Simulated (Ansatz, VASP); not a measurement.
# Two plane-wave programs on GaN

POSCAR

```
GaN
1.0
    0.0000000000      2.1085152370      2.1085152370
    2.1085152370      0.0000000000      2.1085152370
    2.1085152370      2.1085152370      0.0000000000
Ga N
1 1
Direct
    0.0000000000      0.0000000000      0.0000000000
    0.5000000000      0.5000000000      0.5000000000
```

File INCAR.step1:

```
  ALGO = Normal
  EDIFF = 1E-5
  ENCUT = 910
  GGA = PE
  GGA_COMPAT = False
  ISMEAR = 0
  LASPH = True
  LCHARG = False
  LREAL = False
  LWAVE = True
  NBANDS = 16
  NELM = 120
  PREC = Accurate
  SIGMA = 0.01
```

File INCAR.step2:

```
  ALGO = Normal
  EDIFF = 1E-6
  ENCUT = 910
  GGA_COMPAT = False
  ISIF = 2
  ISMEAR = 0
  ISTART = 1
  LASPH = True
  LCHARG = True
  LELF = True
  LMIXTAU = True
  LREAL = False
  LVHAR = True
  LWAVE = False
  METAGGA = R2SCAN
  NBANDS = 16
  NELM = 120
  PREC = Accurate
  SIGMA = 0.01
```

Contents of KPOINTS:

```
k-points
0
Gamma
  10 10 10
```

Input for Ansatz:

```yaml
crystal:
  lattice:
    - [0.0, 2.108515237, 2.108515237]
    - [2.108515237, 0.0, 2.108515237]
    - [2.108515237, 2.108515237, 0.0]
  atoms:
    - { symbol: Ga, position: [0.0, 0.0, 0.0] }
    - { symbol: "N", position: [0.5, 0.5, 0.5] }
kpoints:
  mp_grid: { grid: [10, 10, 10] }
  band_path:
    path:
      - [0.0, 0.0, 0.0]
      - [0.5, 0.0, 0.5]
      - [0.625, 0.25, 0.625]
      - [0.375, 0.375, 0.75]
      - [0.5, 0.5, 0.5]
      - [0.5, 0.25, 0.75]
      - [0.0, 0.174479, -0.177083]
      - [0.0, 0.5, 0.5]
    npoints: 1
hamiltonian:
  xc: r2scan
scf:
  occupations: { method: fixed }
  n_extra_bands: 4
output:
  forces: true
  stress: true
  eigenvalues: true
```

Alike in both runs: task single point; functional r2SCAN; k mesh 10 × 10 × 10; no spin polarisation.

|  | VASP | Ansatz |
| --- | --- | --- |
| version | VASP 6.6.1 | Ansatz 0.2.0 |
| potentials or method | VASP PAW PBE potentials, release 64 (Ga_d, N_h) | plane waves, PAW |
| plane-wave cutoff (eV) | 910 | 500 |
| occupations | gaussian, width 0.01 eV | fixed |
| valence electrons in the cell | 18 | 18 |

VASP gave:

| Quantity | Value |
| --- | --- |
| gap on the k mesh at the Fermi level (eV) | 1.18 |

Problem. Which values does Ansatz return?

Solution. gap on the k mesh at the Fermi level (eV): 1.20.

VASP's potentials were made for PBE, not for r2SCAN.

Noted on VASP's run: the cutoff is short for stress, so the pressure is rough.
